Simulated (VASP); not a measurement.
Set up this calculation in VASP 6.6.1, as the native input.

- Task: single point
- Functional: PBE
- Potentials or basis: VASP PAW PBE potentials, release 64 (Si, C)
- Cutoff: 520 eV
- k mesh: 12 × 12 × 4
- Occupations: gaussian, width 0.1 eV
- Spin: no spin polarisation
- Dipole correction: no
- Further INCAR settings: ALGO = Normal; EDIFF = 1e-07; NBANDS = 21

The structure of SiC2 lies in POSCAR:

```
SiC2
1.0
    3.2287365807      0.0000000000      0.0000000000
   -1.6143682904      2.7961679010      0.0000000000
    0.0000000000      0.0000000000     13.8818658285
Si C
2 4
Direct
    0.3333333333      0.6666666667      0.0000000000
    0.6666666667      0.3333333333      0.0000000000
    0.3333333333      0.6666666667      0.6631255715
    0.3333333333      0.6666666667      0.3368744285
    0.6666666667      0.3333333333      0.6631255715
    0.6666666667      0.3333333333      0.3368744285
```

These files were run (other wordings do the same):

INCAR

```
PREC = Accurate
ENCUT = 520
EDIFF = 1E-7
ISMEAR = 0
SIGMA = 0.1
LREAL = False
LASPH = True
NELM = 100
ALGO = Normal
ISIF = 2
LWAVE = False
LCHARG = True
GGA = PE
LELF = True
LVHAR = True
NBANDS = 21
```

KPOINTS

```
Automatic mesh
0
Gamma
  12 12 4
```

Potentials or basis: VASP PAW PBE potentials, release 64 (Si, C).

Command:

```console
$ cat potpaw_PBE.64/Si/POTCAR potpaw_PBE.64/C/POTCAR > POTCAR
$ mpirun -np 1 vasp_std > vasp.out
```

Results of the run:

| Property | Result |
| --- | --- |
| Pressure | 0.0 GPa |
| Band gap on the k mesh | zero (band 12 reaches 0.81 eV, above the bottom of band 13 at 0.72 eV) |

Wall time 52 s on 1 thread of Intel(R) Xeon(R) 6975P-C (Granite Rapids), with other jobs on the host, peak memory 0.3 GiB.
